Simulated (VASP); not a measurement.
# Sc (Fd-3m) in VASP: notebook, part 2 of 2

VASP 6.6.1. The steps go on from the part before.

### 5 Single point, LDA (30.21 Å³/atom)

This run uses another cell than the first one, of 30.21 Å³/atom.

INCAR

```
PREC     = Accurate       # precision mode
ENCUT    = 520            # plane-wave cutoff, eV
EDIFF    = 1E-6           # SCF threshold, eV
ISMEAR   = -1             # smearing method
SIGMA    = 0.1            # smearing width, eV
LREAL    = F              # projectors in reciprocal space
LASPH    = T              # aspherical terms in the spheres
NELM     = 100            # most SCF steps
ALGO     = Normal         # electronic algorithm
ISIF     = 2              # what is computed and relaxed
LWAVE    = F              # write WAVECAR
LCHARG   = T              # write CHGCAR
LELF     = T              # ELF
LVHAR    = T            
NBANDS   = 18             # bands
```

KPOINTS

```
Automatic mesh
0
Gamma
  10 10 10
```

POSCAR

```
Sc
1.0
    0.0000000000      3.1146252373      3.1146252373
    3.1146252373      0.0000000000      3.1146252373
    3.1146252373      3.1146252373      0.0000000000
Sc
2
Direct
    0.1250000000      0.1250000000      0.1250000000
    0.8750000000      0.8750000000      0.8750000000
```

Potentials or basis: VASP PAW LDA potentials, release 64 (Sc_sv).

On the command line:

```sh
> cat potpaw_LDA.64/Sc_sv/POTCAR > POTCAR
> mpirun -np 1 vasp_std > vasp.out
```

OUTCAR:

```text
PREC = Accurate
   ENCUT = 520
   EDIFF = 1E-6
   ISMEAR = -1
   LREAL = F
   LASPH = T
   NELM = 100
   ISIF = 2

 ion  position               nearest neighbor table
   1  0.125  0.125  0.125-   2 2.70   2 2.70   2 2.70   2 2.70
   2  0.875  0.875  0.875-   1 2.70   1 2.70   1 2.70   1 2.70

  LATTYP: Found a face centered cubic cell.
 ALAT       =     6.2292504746

  Lattice vectors:

 A1 = (   0.0000000000,   3.1146252373,   3.1146252373)
 A2 = (   3.1146252373,   0.0000000000,   3.1146252373)
[... 690 lines left out ...]

------------------------ aborting loop because EDIFF is reached ----------------------------------------

  FORCE on cell =-STRESS in cart. coord.  units (eV):
  Direction    XX          YY          ZZ          XY          YZ          ZX
  --------------------------------------------------------------------------------------
  -------------------------------------------------------------------------------------
  Total       -0.4560176     -0.4560176     -0.4560176      0.0000000      0.0000000     -0.0000000
  in kB      -12.0905148    -12.0905148    -12.0905148      0.0000000      0.0000000     -0.0000000
  external PRESSURE =     -12.0905148 kB  Pullay stress =       0.0000000 kB

 VOLUME and BASIS-vectors are now :
 -----------------------------------------------------------------------------
  energy-cutoff  :      520.00
  volume of cell :       60.43
      direct lattice vectors                 reciprocal lattice vectors
     0.000000000  3.114625237  3.114625237    -0.160532957  0.160532957  0.160532957
     3.114625237  0.000000000  3.114625237     0.160532957 -0.160532957  0.160532957
     3.114625237  3.114625237  0.000000000     0.160532957  0.160532957 -0.160532957

 POSITION                                       TOTAL-FORCE (eV/Angst)
 -----------------------------------------------------------------------------------
      0.77866      0.77866      0.77866        -0.000000     -0.000000     -0.000000
      5.45059      5.45059      5.45059         0.000000      0.000000      0.000000
 -----------------------------------------------------------------------------------
    total drift:                                0.000000      0.000000      0.000000

  FREE ENERGIE OF THE ION-ELECTRON SYSTEM (eV)
  ---------------------------------------------------
  free  energy   TOTEN  =        -9.5662745582 eV

  energy  without entropy=       -9.4124672587  energy(sigma->0) =       -9.48937091
```

OSZICAR:

```text
N       E                     dE             d eps       ncg     rms          rms(c)
DAV:   1     0.371445696953E+03    0.37145E+03   -0.10732E+04  1708   0.127E+03
DAV:   2     0.119260593818E+02   -0.35952E+03   -0.35188E+03  2116   0.543E+02
DAV:   3    -0.999679445753E+01   -0.21923E+02   -0.21088E+02  2856   0.167E+02
DAV:   4    -0.105147179900E+02   -0.51792E+00   -0.50893E+00  2610   0.231E+01
DAV:   5    -0.105228092934E+02   -0.80913E-02   -0.80620E-02  2894   0.304E+00    0.649E+00
DAV:   6    -0.960821908525E+01    0.91459E+00   -0.34760E+00  2460   0.172E+01    0.140E+00
DAV:   7    -0.957327724775E+01    0.34942E-01   -0.14756E-01  2922   0.313E+00    0.581E-01
DAV:   8    -0.956657212389E+01    0.67051E-02   -0.16736E-02  1938   0.179E+00    0.223E-01
DAV:   9    -0.956639895132E+01    0.17317E-03   -0.53472E-03  2472   0.771E-01    0.625E-02
DAV:  10    -0.956627370238E+01    0.12525E-03   -0.89826E-04  2708   0.302E-01    0.404E-03
DAV:  11    -0.956627494293E+01   -0.12405E-05   -0.93492E-06  2486   0.384E-02    0.432E-03
DAV:  12    -0.956627455820E+01    0.38472E-06   -0.34338E-06  1836   0.213E-02
   1 F= -.95662746E+01 E0= -.94893709E+01  d E =-.153807E+00
```

It took 1.7 min on 1 thread of Intel Xeon 8259CL, shared host; peak memory 0.19 GiB.

What came out:

* Free energy: -9.5663 eV
* Pressure: -1.2 GPa
* Band gap on the k mesh: zero (bands 11 and 12 overlap by 0.53 eV)

Levels at points of the mesh, in eV from the Fermi level:
```
           k point  band 9  band 10  band 11  band 12  band 13  band 14
(0.00, 0.00, 0.00)   -4.18    -0.06    -0.06     0.28     0.28     0.28
(0.50, 0.00, 0.00)   -1.73    -0.97    -0.09    -0.09     0.37     0.37
(0.50, 0.50, 0.00)   -1.16    -1.16     0.04     0.04     0.48     0.48
```

### 6 Single point, LDA

INCAR

```
ALGO = Normal
EDIFF = 1E-7
ENCUT = 520
GGA = CA
ISIF = 2
ISMEAR = -1
LASPH = T
LCHARG = T
LELF = T
LREAL = F
LVHAR = T
LWAVE = F
NBANDS = 18
NELM = 60
PREC = Accurate
SIGMA = 0.1
```

KPOINTS

```
k-points
0
Gamma
  15 15 15
```

POSCAR

```
Sc
1.0
    0.0000000000      2.9991610739      2.9991610739
    2.9991610739      0.0000000000      2.9991610739
    2.9991610739      2.9991610739      0.0000000000
Sc
2
Direct
    0.1250000000      0.1250000000      0.1250000000
    0.8750000000      0.8750000000      0.8750000000
```

Potentials or basis: VASP PAW LDA potentials, release 64 (Sc_sv).

On the command line:

```sh
> cat potpaw_LDA.64/Sc_sv/POTCAR > POTCAR
> mpirun -np 1 vasp_std > vasp.out
```

OUTCAR:

```text
EDIFF = 1E-7
   ENCUT = 520
   GGA = CA
   ISIF = 2
   ISMEAR = -1
   LASPH = T
   LREAL = F
   NELM = 60
   PREC = Accurate

 ion  position               nearest neighbor table
   1  0.125  0.125  0.125-   2 2.60   2 2.60   2 2.60   2 2.60
   2  0.875  0.875  0.875-   1 2.60   1 2.60   1 2.60   1 2.60

  LATTYP: Found a face centered cubic cell.
 ALAT       =     5.9983221478

  Lattice vectors:

 A1 = (   0.0000000000,   2.9991610739,   2.9991610739)
 A2 = (   2.9991610739,   0.0000000000,   2.9991610739)
 A3 = (   2.9991610739,   2.9991610739,   0.0000000000)

Analysis of symmetry for initial positions (statically):
=====================================================================
 Subroutine PRICEL returns:
 Original cell was already a primitive cell.

 Routine SETGRP: Setting up the symmetry group for a
 face centered cubic supercell.

 Subroutine GETGRP returns: Found 48 space group operations
 (whereof 12 operations were pure point group operations)
 out of a pool of 48 trial point group operations.

The static configuration has the point symmetry D_3d.
 The point group associated with its full space group is O_h .

Analysis of symmetry for dynamics (positions and initial velocities):
=====================================================================
 Subroutine PRICEL returns:
 Original cell was already a primitive cell.

 Routine SETGRP: Setting up the symmetry group for a
 face centered cubic supercell.

 Subroutine GETGRP returns: Found 48 space group operations
 (whereof 12 operations were pure point group operations)
 out of a pool of 48 trial point group operations.

The dynamic configuration has the point symmetry D_3d.
 The point group associated with its full space group is O_h .

 Subroutine INISYM returns: Found 48 space group operations
 (whereof 12 operations are pure point group operations),
 and found     1 'primitive' translations

----------------------------------------------------------------------------------------

                                     Primitive cell

  volume of cell :      53.9547

  direct lattice vectors                    reciprocal lattice vectors
     0.000000000  2.999161074  2.999161074    -0.166713287  0.166713287  0.166713287
     2.999161074  0.000000000  2.999161074     0.166713287 -0.166713287  0.166713287
     2.999161074  2.999161074  0.000000000     0.166713287  0.166713287 -0.166713287

  length of vectors
     4.241454266  4.241454266  4.241454266     0.288755883  0.288755883  0.288755883

  position of ions in fractional coordinates (direct lattice)
     0.125000000  0.125000000  0.125000000
     0.875000000  0.875000000  0.875000000

  ion indices of the primitive-cell ions
   primitive index   ion index
                 1           1
                 2           2

----------------------------------------------------------------------------------------

 KPOINTS: k-points

Automatic generation of k-mesh.
 Grid dimensions read from file:
 generate k-points for:   15   15   15

 Generating k-lattice:

  Cartesian coordinates                     Fractional coordinates (reciprocal lattice)
    -0.011114219  0.011114219  0.011114219     0.066666667  0.000000000  0.000000000
     0.011114219 -0.011114219  0.011114219     0.000000000  0.066666667  0.000000000
     0.011114219  0.011114219 -0.011114219     0.000000000  0.000000000  0.066666667

  Length of vectors
     0.019250392  0.019250392  0.019250392

  Shift w.r.t. Gamma in fractional coordinates (k-lattice)
     0.000000000  0.000000000  0.000000000

 Subroutine IBZKPT returns following result:
 ===========================================

 Found    120 irreducible k-points:

 Following reciprocal coordinates:
            Coordinates               Weight
  0.000000  0.000000  0.000000      1.000000
  0.066667  0.000000  0.000000      8.000000
  0.133333  0.000000  0.000000      8.000000
  0.200000  0.000000  0.000000      8.000000
  0.266667  0.000000  0.000000      8.000000
  0.333333  0.000000  0.000000      8.000000
[... 16 lines left out ...]
  0.133333  0.133333  0.000000      6.000000
  0.200000  0.133333  0.000000     24.000000
 [... further k-points ...]
   k-points           NKPTS =    120   k-points in BZ     NKDIM =    120   number of bands    NBANDS=     18
   number of dos      NEDOS =    301   number of ions     NIONS =      2
   total plane-waves  NPLWV =  32768
   dimension x,y,z NGX =    32 NGY =   32 NGZ =   32
   dimension x,y,z NGXF=    64 NGYF=   64 NGZF=   64
   ions per type =               2
   NGX,Y,Z   is equivalent  to a cutoff of  12.54, 12.54, 12.54 a.u.
   NGXF,Y,Z  is equivalent  to a cutoff of  25.09, 25.09, 25.09 a.u.
 SYSTEM =  unknown system
   PREC   = accura    normal or accurate (medium, high low for compatibility)
   ISTART =      0    job   : 0-new  1-cont  2-samecut
   ICHARG =      2    charge: 1-file 2-atom 10-const
   ISPIN  =      1    spin polarized calculation?
   LNONCOLLINEAR =      F non collinear calculations
   LSORBIT =      F    spin-orbit coupling
   LASPH  =      T    aspherical Exc in radial PAW
   ENCUT  =  520.0 eV  38.22 Ry    6.18 a.u.   7.89  7.89  7.89*2*pi/ulx,y,z
   NELM   =     60;   NELMIN=  2; NELMDL= -5     # of ELM steps
   EDIFF  = 0.1E-06   stopping-criterion for ELM
   LREAL  =      F    real-space projection
   EDIFFG = 0.1E-05   stopping-criterion for IOM
   NSW    =      0    number of steps for IOM
   IBRION =     -1    ionic relax: 0-MD 1-quasi-New 2-CG
   NFREE  =      0    steps in history (QN), initial steepest desc. (CG)
   ISIF   =      2    stress and relaxation
   ISYM   =      2    0-nonsym 1-usesym 2-fastsym
   POTIM  = 0.5000    time-step for ionic-motion
   TEBEG  =    0.0;   TEEND  =   0.0 temperature during run
   PSTRESS=    0.0 pullay stress
   NELECT =      22.0000    total number of electrons
   NUPDOWN=      -1.0000    fix difference up-down
   EMIN   =  10.00;   EMAX   =-10.00  energy-range for DOS
   EFERMI =   0.00;   METHOD = LEGACY
   ISMEAR =    -1;   SIGMA  =   0.10  broadening in eV -4-tet -1-fermi 0-gaus
   EFERMI_NEDOS =   21; number of points for ismear=-14 and -15
   IALGO  =     38    algorithm
   IMIX   =      4    mixing-type and parameters
     AMIX     =   0.40;   BMIX     =  1.00
     AMIX_MAG =   1.60;   BMIX_MAG =  1.00
  volume/ion in A,a.u.               =      26.98       182.05
  Fermi-wavevector in a.u.,A,eV,Ry     =   1.213964  2.294060 20.051034  1.473709
  Thomas-Fermi vector in A             =   2.349399
   LORBIT       =      0    0 simple, 1 ext, 2 COOP (PROOUT), +10 PAW based schemes
   GGA     = CA    functional components
   LHFCALC =     F    Hartree Fock is set to
   AEXX    =    0.0000 exact exchange contribution
   IVDW    =     0    specifies the selected vdW correction
   LEPSILON=     F    determine dielectric tensor
   LRPA    =     F    only Hartree local field effects (RPA)
 non-spin polarized calculation
  energy-cutoff  :      520.00
  volume of cell :       53.95
 maximum number of plane-waves:      1470
   NGX = 15   NGY = 15   NGZ = 15

 number of electron      22.0000004 magnetization

 Free energy of the ion-electron system (eV)
  ---------------------------------------------------
  ext. energy  EPLUGINS =         0.00000000
  ---------------------------------------------------
  free energy    TOTEN  =        -9.58836200 eV

  energy without entropy =       -9.44774990  energy(sigma->0) =       -9.51805595

 E-fermi :   2.7082     XC(G=0):  -9.5435

 val. band max:        2.7039641125   @ k =   0.4000   0.2000   0.0000
 cond. band min:       2.7200624638   @ k =   0.1333   0.1333   0.0000
 fundamental gap:      0.0160983514
 Fermi energy:         2.7081689468

 k-point     1 :       0.0000    0.0000    0.0000
  band No.  band energies     occupation
      1     -46.3451      2.00000
      2     -45.8242      2.00000
      3     -25.5306      2.00000
      4     -25.5306      2.00000
      5     -25.5306      2.00000
      6     -24.7784      2.00000
[... 10 lines left out ...]
     17       4.7369      0.00000
     18       7.1675      0.00000
[... 463 lines left out ...]
 k-point    24 :       0.2000    0.1333    0.0000
  band No.  band energies     occupation
      1     -46.3084      2.00000
      2     -45.8624      2.00000
      3     -25.5874      2.00000
      4     -25.5871      2.00000
      5     -25.4857      2.00000
      6     -24.8297      2.00000
[... 10 lines left out ...]
     17       4.8253      0.00000
     18       6.8294      0.00000

 [... further k-points ...]

------------------------ aborting loop because EDIFF is reached ----------------------------------------

  FORCE on cell =-STRESS in cart. coord.  units (eV):
  Direction    XX          YY          ZZ          XY          YZ          ZX
  --------------------------------------------------------------------------------------
  -------------------------------------------------------------------------------------
  Total        0.0123908      0.0123908      0.0123908      0.0000000      0.0000000      0.0000000
  in kB        0.3679420      0.3679420      0.3679420      0.0000000      0.0000000      0.0000000
  external PRESSURE =       0.3679420 kB  Pullay stress =       0.0000000 kB

 VOLUME and BASIS-vectors are now :
 -----------------------------------------------------------------------------
  energy-cutoff  :      520.00
  volume of cell :       53.95
      direct lattice vectors                 reciprocal lattice vectors
     0.000000000  2.999161074  2.999161074    -0.166713287  0.166713287  0.166713287
     2.999161074  0.000000000  2.999161074     0.166713287 -0.166713287  0.166713287
     2.999161074  2.999161074  0.000000000     0.166713287  0.166713287 -0.166713287

 POSITION                                       TOTAL-FORCE (eV/Angst)
 -----------------------------------------------------------------------------------
      0.74979      0.74979      0.74979        -0.000000     -0.000000     -0.000000
      5.24853      5.24853      5.24853         0.000000      0.000000      0.000000
 -----------------------------------------------------------------------------------
    total drift:                                0.000000      0.000000     -0.000000

  FREE ENERGIE OF THE ION-ELECTRON SYSTEM (eV)
  ---------------------------------------------------
  free  energy   TOTEN  =        -9.5883619999 eV

  energy  without entropy=       -9.4477498960  energy(sigma->0) =       -9.51805595
```

OSZICAR:

```text
N       E                     dE             d eps       ncg     rms          rms(c)
DAV:   1     0.374404236894E+03    0.37440E+03   -0.10649E+04  4328   0.130E+03
DAV:   2     0.100453342759E+02   -0.36436E+03   -0.35706E+03  5544   0.543E+02
DAV:   3    -0.997476140891E+01   -0.20020E+02   -0.19204E+02  7272   0.167E+02
DAV:   4    -0.103950191628E+02   -0.42026E+00   -0.41309E+00  6450   0.210E+01
DAV:   5    -0.104017750585E+02   -0.67559E-02   -0.67355E-02  7352   0.287E+00    0.734E+00
DAV:   6    -0.962777975273E+01    0.77400E+00   -0.28020E+00  6158   0.161E+01    0.198E+00
DAV:   7    -0.959400734497E+01    0.33772E-01   -0.14223E-01  7282   0.314E+00    0.779E-01
DAV:   8    -0.958865571789E+01    0.53516E-02   -0.16239E-02  4908   0.176E+00    0.224E-01
DAV:   9    -0.958846954706E+01    0.18617E-03   -0.44936E-03  6240   0.779E-01    0.585E-02
DAV:  10    -0.958836110741E+01    0.10844E-03   -0.76059E-04  6402   0.291E-01    0.327E-03
DAV:  11    -0.958836220927E+01   -0.11019E-05   -0.99300E-06  6648   0.428E-02    0.342E-03
DAV:  12    -0.958836200410E+01    0.20517E-06   -0.15725E-06  6022   0.150E-02    0.435E-04
DAV:  13    -0.958836199994E+01    0.41641E-08   -0.27639E-08  2938   0.285E-03
   1 F= -.95883620E+01 E0= -.95180559E+01  d E =-.140612E+00
```

Run time: 2.8 min. Hardware: 1 thread of Intel Xeon 8259CL, shared host; peak memory 0.22 GiB.

Results:

| Item | Value |
| --- | --- |
| Free energy | -9.5884 eV |
| Pressure | 0.0 GPa |
| Band gap on the k mesh | zero (bands 11 and 12 overlap by 0.78 eV) |

Levels at points of the mesh, in eV from the Fermi level:
```tsv
k point	band 9	band 10	band 11	band 12	band 13	band 14
(0.00, 0.00, 0.00)	-4.32	-0.16	-0.16	0.34	0.34	0.34
```

### 7 Overview

```tsv
cell	k mesh	gap on the mesh (eV)	pressure (GPa)
a = 4.241 Å, angles 60.0°, 2 atoms	10 × 10 × 10	none	0.1
a = 4.297 Å, angles 60.0°, 2 atoms	10 × 10 × 10	none	-0.3
a = 4.352 Å, angles 60.0°, 2 atoms	10 × 10 × 10	none	-0.8
a = 4.405 Å, angles 60.0°, 2 atoms	10 × 10 × 10	none	-1.2
a = 4.241 Å, angles 60.0°, 2 atoms	15 × 15 × 15	none	0.0
```

Alike in all rows: task single point; level LDA; potentials or basis VASP PAW LDA potentials, release 64 (Sc_sv); no spin polarisation; cutoff (eV) 520; smearing fermi-dirac 0.1 eV.

Total energies depend on the potentials used, so only differences within one code and one set of settings carry meaning.
